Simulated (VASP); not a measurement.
# TePb (P-1) in VASP: notebook, part 2 of 2

VASP 6.6.1. The steps go on from the part before.

## Step 3: Single point, PBE

This run uses another cell than the first one, of 40.34 Å³/atom, 1.086 times its volume.

Input file INCAR:

```
SYSTEM = TePb
PREC = Accurate ; ENCUT = 520
EDIFF = 1E-7 ; ISMEAR = -4
SIGMA = 0.1 ; LREAL = .False.
LASPH = .True. ; NELM = 100
ALGO = Normal ; ISIF = 2
LWAVE = .False. ; LCHARG = .False.
GGA = PE ; NBANDS = 17
```

Input file KPOINTS:

```
Automatic mesh
0
Gamma
  4 4 4
  0 0 0
```

Input file POSCAR:

```
TePb
1.0
    0.0623844451      3.4699561319      3.5548516305
    3.4405891976      0.3190561189      3.2981799566
    3.7435500219      3.5162452824      0.0160952946
Te Pb
1 1
Direct
    0.0000000000      0.0000000000      0.0000000000
    0.5000000000      0.5000000000      0.5000000000
```

Potentials or basis: VASP PAW PBE potentials, release 64 (Te, Pb_d).

Run with:

```bash
$ cat potpaw_PBE.64/Te/POTCAR potpaw_PBE.64/Pb_d/POTCAR > POTCAR
$ mpirun -np 1 vasp_std > vasp.out
```

OUTCAR:

```text
SYSTEM = TePb
   PREC = Accurate
   ENCUT = 520
   EDIFF = 1E-7
   ISMEAR = -4
   LREAL = .False.
   LASPH = .True.
   NELM = 100
   ISIF = 2
   GGA = PE

 ion  position               nearest neighbor table
   1  0.000  0.000  0.000-   2 3.34   2 3.34   2 3.42   2 3.42   2 3.57   2 3.57
   2  0.500  0.500  0.500-   1 3.34   1 3.34   1 3.42   1 3.42   1 3.57   1 3.57

  LATTYP: Found a triclinic cell.
 ALAT       =     8.7203101614
 B/A-ratio  =     0.5889688798
 C/A-ratio  =     0.7851330020
 COS(alpha) =     0.0047931949
 COS(beta)  =     0.4255009564
 COS(gamma) =     0.8678857668

  Lattice vectors:

 A1 = (  -3.8059344670,  -6.9862014143,  -3.5709469251)
 A2 = (  -3.7435500219,  -3.5162452824,  -0.0160952946)
 A3 = (   0.2405763792,  -0.2727669684,  -6.8369362925)

Analysis of symmetry for initial positions (statically):
=====================================================================
 Subroutine PRICEL returns:
 Original cell was already a primitive cell.

 Routine SETGRP: Setting up the symmetry group for a
 triclinic supercell.

 Subroutine GETGRP returns: Found  2 space group operations
 (whereof  2 operations were pure point group operations)
 out of a pool of  2 trial point group operations.

The static configuration has the point symmetry S_2 .

Analysis of symmetry for dynamics (positions and initial velocities):
=====================================================================
 Subroutine PRICEL returns:
 Original cell was already a primitive cell.

 Routine SETGRP: Setting up the symmetry group for a
 triclinic supercell.

 Subroutine GETGRP returns: Found  2 space group operations
 (whereof  2 operations were pure point group operations)
 out of a pool of  2 trial point group operations.

The dynamic configuration has the point symmetry S_2 .

 Subroutine INISYM returns: Found  2 space group operations
 (whereof  2 operations are pure point group operations),
 and found     1 'primitive' translations

----------------------------------------------------------------------------------------

                                     Primitive cell

  volume of cell :      80.6884

  direct lattice vectors                    reciprocal lattice vectors
     0.062384445  3.469956132  3.554851630    -0.143664698  0.152333230  0.135131608
     3.440589198  0.319056119  3.298179957     0.154221432 -0.164915416  0.158270527
     3.743550022  3.516245282  0.016095295     0.127779741  0.149030458 -0.147713794

  length of vectors
     4.968043628  4.776760603  5.135991308     0.249209771  0.275737020  0.245676830

  position of ions in fractional coordinates (direct lattice)
     0.000000000  0.000000000  0.000000000
     0.500000000  0.500000000  0.500000000

  ion indices of the primitive-cell ions
   primitive index   ion index
                 1           1
                 2           2

----------------------------------------------------------------------------------------

 KPOINTS: Automatic mesh

Automatic generation of k-mesh.
 Grid dimensions read from file:
 generate k-points for:    4    4    4

 Generating k-lattice:

  Cartesian coordinates                     Fractional coordinates (reciprocal lattice)
    -0.035916175  0.038083308  0.033782902     0.250000000  0.000000000  0.000000000
     0.038555358 -0.041228854  0.039567632     0.000000000  0.250000000  0.000000000
     0.031944935  0.037257615 -0.036928448     0.000000000  0.000000000  0.250000000

  Length of vectors
     0.062302443  0.068934255  0.061419207

  Shift w.r.t. Gamma in fractional coordinates (k-lattice)
     0.000000000  0.000000000  0.000000000

 TETIRR: Found    192 inequivalent tetrahedra from      384

 Subroutine IBZKPT returns following result:
 ===========================================

 Found     36 irreducible k-points:

 Following reciprocal coordinates:
            Coordinates               Weight
  0.000000  0.000000  0.000000      1.000000
  0.250000  0.000000  0.000000      2.000000
  0.500000  0.000000  0.000000      1.000000
  0.000000  0.250000 -0.000000      2.000000
  0.250000  0.250000  0.000000      2.000000
  0.500000  0.250000  0.000000      2.000000
[... 16 lines left out ...]
  0.000000 -0.250000  0.250000      2.000000
  0.250000 -0.250000  0.250000      2.000000
 [... further k-points ...]
   k-points           NKPTS =     36   k-points in BZ     NKDIM =     36   number of bands    NBANDS=     17
   number of dos      NEDOS =    301   number of ions     NIONS =      2
   total plane-waves  NPLWV =  57600
   dimension x,y,z NGX =    40 NGY =   36 NGZ =   40
   dimension x,y,z NGXF=    80 NGYF=   72 NGZF=   80
   ions per type =               1   1
   NGX,Y,Z   is equivalent  to a cutoff of  13.39, 12.53, 12.95 a.u.
   NGXF,Y,Z  is equivalent  to a cutoff of  26.77, 25.06, 25.90 a.u.
 SYSTEM =  TePb
   PREC   = accura    normal or accurate (medium, high low for compatibility)
   ISTART =      0    job   : 0-new  1-cont  2-samecut
   ICHARG =      2    charge: 1-file 2-atom 10-const
   ISPIN  =      1    spin polarized calculation?
   LNONCOLLINEAR =      F non collinear calculations
   LSORBIT =      F    spin-orbit coupling
   LASPH  =      T    aspherical Exc in radial PAW
   ENCUT  =  520.0 eV  38.22 Ry    6.18 a.u.   9.24  8.88  9.55*2*pi/ulx,y,z
   NELM   =    100;   NELMIN=  2; NELMDL= -5     # of ELM steps
   EDIFF  = 0.1E-06   stopping-criterion for ELM
   LREAL  =      F    real-space projection
   EDIFFG = 0.1E-05   stopping-criterion for IOM
   NSW    =      0    number of steps for IOM
   IBRION =     -1    ionic relax: 0-MD 1-quasi-New 2-CG
   NFREE  =      0    steps in history (QN), initial steepest desc. (CG)
   ISIF   =      2    stress and relaxation
   ISYM   =      2    0-nonsym 1-usesym 2-fastsym
   POTIM  = 0.5000    time-step for ionic-motion
   TEBEG  =    0.0;   TEEND  =   0.0 temperature during run
   PSTRESS=    0.0 pullay stress
   NELECT =      20.0000    total number of electrons
   NUPDOWN=      -1.0000    fix difference up-down
   EMIN   =  10.00;   EMAX   =-10.00  energy-range for DOS
   EFERMI =   0.00;   METHOD = LEGACY
   ISMEAR =    -4;   SIGMA  =   0.10  broadening in eV -4-tet -1-fermi 0-gaus
   EFERMI_NEDOS =   21; number of points for ismear=-14 and -15
   IALGO  =     38    algorithm
   IMIX   =      4    mixing-type and parameters
     AMIX     =   0.40;   BMIX     =  1.00
     AMIX_MAG =   1.60;   BMIX_MAG =  1.00
  volume/ion in A,a.u.               =      40.34       272.26
  Fermi-wavevector in a.u.,A,eV,Ry     =   1.028366  1.943330 14.388665  1.057537
  Thomas-Fermi vector in A             =   2.162359
   LORBIT       =      0    0 simple, 1 ext, 2 COOP (PROOUT), +10 PAW based schemes
   GGA     = PE    functional components
   LHFCALC =     F    Hartree Fock is set to
   AEXX    =    0.0000 exact exchange contribution
   IVDW    =     0    specifies the selected vdW correction
   LEPSILON=     F    determine dielectric tensor
   LRPA    =     F    only Hartree local field effects (RPA)
 non-spin polarized calculation
 Fermi weights with tetrahedron method witout Bloechl corrections
  energy-cutoff  :      520.00
  volume of cell :       80.69
 maximum number of plane-waves:      2187
 NGX is ok and might be reduce to    40
   NGX = 19   NGY = 17   NGZ = 19

 number of electron      19.9999998 magnetization

 Free energy of the ion-electron system (eV)
  ---------------------------------------------------
  ext. energy  EPLUGINS =         0.00000000
  ---------------------------------------------------
  free energy    TOTEN  =        -7.27901523 eV

  energy without entropy =       -7.27901523  energy(sigma->0) =       -7.27901523

 E-fermi :   3.9890     XC(G=0):  -8.5240

 val. band max:        3.9381643264   @ k =   0.5000   0.5000   0.5000
 cond. band min:       4.0636800802   @ k =   0.0000   0.5000  -0.0000
 fundamental gap:      0.1255157538
 Fermi energy:         3.9889964145

 k-point     1 :       0.0000    0.0000    0.0000
  band No.  band energies     occupation
      1     -13.0783      2.00000
      2     -13.0689      2.00000
      3     -13.0597      2.00000
      4     -13.0340      2.00000
      5     -13.0304      2.00000
      6      -7.1674      2.00000
[... 9 lines left out ...]
     16      10.1495      0.00000
     17      10.8971      0.00000
[... 441 lines left out ...]
 k-point    24 :       0.2500   -0.2500    0.2500
  band No.  band energies     occupation
      1     -13.0742      2.00000
      2     -13.0684      2.00000
      3     -13.0550      2.00000
      4     -13.0415      2.00000
      5     -13.0231      2.00000
      6      -5.9604      2.00000
[... 9 lines left out ...]
     16      13.7877      0.00000
     17      14.2351      0.00000

 [... further k-points ...]
[... 5 lines left out ...]
  --------------------------------------------------------------------------------------
  -------------------------------------------------------------------------------------
  Total       -2.6270181     -0.9193245     -1.8445349     -0.6823250     -0.5476916      0.3822619
  in kB      -52.1629994    -18.2544315    -36.6257364    -13.5484855    -10.8751575      7.5903282
  external PRESSURE =     -35.6810558 kB  Pullay stress =       0.0000000 kB

 VOLUME and BASIS-vectors are now :
 -----------------------------------------------------------------------------
  energy-cutoff  :      520.00
  volume of cell :       80.69
      direct lattice vectors                 reciprocal lattice vectors
     0.062384445  3.469956132  3.554851630    -0.143664698  0.152333230  0.135131608
     3.440589198  0.319056119  3.298179957     0.154221432 -0.164915416  0.158270527
     3.743550022  3.516245282  0.016095295     0.127779741  0.149030458 -0.147713794

 POSITION                                       TOTAL-FORCE (eV/Angst)
 -----------------------------------------------------------------------------------
      0.00000      0.00000      0.00000         0.000000     -0.000000      0.000000
      3.62326      3.65263      3.43456         0.000000      0.000000     -0.000000
 -----------------------------------------------------------------------------------
    total drift:                                0.000000     -0.000000      0.000000

  FREE ENERGIE OF THE ION-ELECTRON SYSTEM (eV)
  ---------------------------------------------------
  free  energy   TOTEN  =        -7.2790152301 eV

  energy  without entropy=       -7.2790152301  energy(sigma->0) =       -7.27901523
```

OSZICAR:

```text
N       E                     dE             d eps       ncg     rms          rms(c)
DAV:   1     0.148379808210E+03    0.14838E+03   -0.89263E+03  1224   0.109E+03
DAV:   2     0.332344476943E+01   -0.14506E+03   -0.14118E+03  1285   0.282E+02
DAV:   3    -0.726135104502E+01   -0.10585E+02   -0.10534E+02  1639   0.827E+01
DAV:   4    -0.752625214900E+01   -0.26490E+00   -0.26473E+00  1533   0.159E+01
DAV:   5    -0.753848718151E+01   -0.12235E-01   -0.12234E-01  1791   0.317E+00    0.260E+00
DAV:   6    -0.728380961606E+01    0.25468E+00   -0.63081E-01  1707   0.438E+00    0.139E+00
DAV:   7    -0.727667914054E+01    0.71305E-02   -0.13016E-01  1541   0.151E+00    0.868E-01
DAV:   8    -0.727989788321E+01   -0.32187E-02   -0.20197E-02  1364   0.132E+00    0.224E-01
DAV:   9    -0.727891831698E+01    0.97957E-03   -0.37931E-03  1565   0.488E-01    0.599E-02
DAV:  10    -0.727899170015E+01   -0.73383E-04   -0.32000E-04  1470   0.987E-02    0.382E-02
DAV:  11    -0.727901387770E+01   -0.22178E-04   -0.36575E-05  1416   0.377E-02    0.132E-02
DAV:  12    -0.727901521931E+01   -0.13416E-05   -0.27030E-06  1680   0.151E-02    0.450E-03
DAV:  13    -0.727901523012E+01   -0.10812E-07   -0.88696E-07  1350   0.738E-03
   1 F= -.72790152E+01 E0= -.72790152E+01  d E =0.000000E+00
```

stdout:

```text
POSCAR found type information on POSCAR TePb
 POSCAR found :  2 types and       2 ions
 scaLAPACK will be used
 LDA part: xc-table for (Slater+PW92), standard interpolation
 POSCAR, INCAR and KPOINTS ok, starting setup
 FFT: planning ... GRIDC
 FFT: planning ... GRID_SOFT
 FFT: planning ... GRID
 WAVECAR not read
 entering main loop
```

Run time: 1.8 min. Hardware: 1 thread of Intel Xeon 6975P-C, shared host; peak memory 0.25 GiB.

What came out:

* Free energy: -7.2790 eV
* Pressure: -3.6 GPa
* Band gap on the k mesh: 0.13 eV, indirect (least direct gap 0.59 eV)

Levels at points of the mesh, in eV from the valence-band top:
```tsv
k point	band 8	band 9	band 10	band 11	band 12	band 13
(0.00, 0.00, 0.00)	-1.60	-1.21	-0.52	2.82	3.52	4.12
(0.50, 0.00, 0.00)	-0.94	-0.58	-0.17	0.42	1.23	1.68
(0.00, 0.50, 0.00)	-1.14	-0.99	-0.71	0.13	0.73	0.87
(0.50, 0.50, 0.00)	-3.62	-2.75	-1.68	3.68	3.69	4.88
(0.00, 0.00, 0.50)	-0.80	-0.50	-0.27	0.60	1.30	1.61
(0.50, 0.00, 0.50)	-3.67	-2.61	-1.94	3.57	3.68	4.56
(0.00, 0.50, 0.50)	-3.52	-2.55	-1.80	3.75	4.11	4.54
(0.50, 0.50, 0.50)	-0.77	-0.62	0.00	0.61	1.25	1.88
```

Caveat: the k points lie up to 0.43 Å⁻¹ apart; spin-orbit coupling is left out, which moves the levels of the heavy elements.
